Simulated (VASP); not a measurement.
A run of VASP 6.6.1 is set up as follows.

File INCAR:

```
  PREC = Accurate
  ENCUT = 520
  EDIFF = 1E-6
  ISMEAR = -1
  SIGMA = 0.1
  LREAL = False
  LASPH = True
  NELM = 60
  ALGO = Normal
  ISIF = 2
  LWAVE = False
  LCHARG = True
  GGA = PS
  LELF = True
  LVHAR = True
  NBANDS = 21
```

File KPOINTS:

```
Automatic mesh
0
Gamma
  12 12 7
```

Contents of POSCAR:

```
Ge
1.0
    3.0100229632      0.0000000000      0.0000000000
   -1.5050114816      2.6067563521      0.0000000000
    0.0000000000      0.0000000000      4.6776527496
Ge
2
Direct
    0.3333333333      0.6666666667      0.2500000000
    0.6666666667      0.3333333333      0.7500000000
```

Potentials or basis: VASP PAW PBE potentials, release 64 (Ge_d).

The run is started by

```bash
$ cat potpaw_PBE.64/Ge_d/POTCAR > POTCAR
$ mpirun -np 1 vasp_std > vasp.out
```

What does it give for the pressure?

0.1 GPa.

Predict the band gap on the k mesh.

zero (bands 14 and 15 overlap by 9.29 eV).

Caveat: the PAW data sets were made with another functional, which shifts forces and pressure a little.
